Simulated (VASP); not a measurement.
The system is TeOs.

```xyz
4
Lattice="0.0000 3.6759 3.6759 3.6759 0.0000 3.6759 3.6759 3.6759 0.0000" Properties=species:S:1:pos:R:3 pbc="T T T"
Te    3.6759    3.6759    3.6759
Te    5.5139    5.5139    5.5139
Os    0.0000    0.0000    0.0000
Os    1.8380    1.8380    1.8380
```

- Program: VASP 6.6.1
- Task: relaxation of cell and atoms
- Functional: PBE
- Potentials or basis: VASP PAW PBE potentials, release 64 (Te, Os)
- Cutoff: 600 eV
- k mesh: 4 × 4 × 4
- Occupations: gaussian, width 0.1 eV
- Spin: no spin polarisation

At the start: pressure -20.2 GPa; volume 24.84 Å³/atom.

**Question.** How do energy, volume and symmetry change on relaxing?

**Answer.** Over 5 steps the energy falls by 452.7 meV/atom and the volume is 19.26 Å³/atom (-22.4 %); space group Fd-3m (No. 227, to 0.1 Å) before and after.

The path:
```csv
step,energy change (eV),largest force (eV/Å),pressure (GPa),volume (Å³)
1,0.0000,0.0000,-20.23,99.34
2,0.7844,0.0000,64.09,60.73
3,-1.8054,0.0000,-1.79,78.10
4,-1.8103,0.0000,-0.61,77.45
5,-1.8108,0.0000,0.17,77.05
```

Final structure:
```cif
data_structure
_symmetry_space_group_name_H-M 'P 1'
_symmetry_Int_Tables_number 1
_cell_length_a 4.7763
_cell_length_b 4.7763
_cell_length_c 4.7763
_cell_angle_alpha 60.000
_cell_angle_beta 60.000
_cell_angle_gamma 60.000
_cell_volume 77.05
loop_
_atom_site_label
_atom_site_type_symbol
_atom_site_fract_x
_atom_site_fract_y
_atom_site_fract_z
_atom_site_occupancy
Te1 Te 0.50000 0.50000 0.50000 1
Te2 Te 0.75000 0.75000 0.75000 1
Os1 Os 0.00000 0.00000 0.00000 1
Os2 Os 0.25000 0.25000 0.25000 1
```

Caveat: the k points lie up to 0.40 Å⁻¹ apart in the final cell, too coarse for converged energies and pressures of a metal; the volume moved by over 15 % at a fixed basis, so the end points are rough.
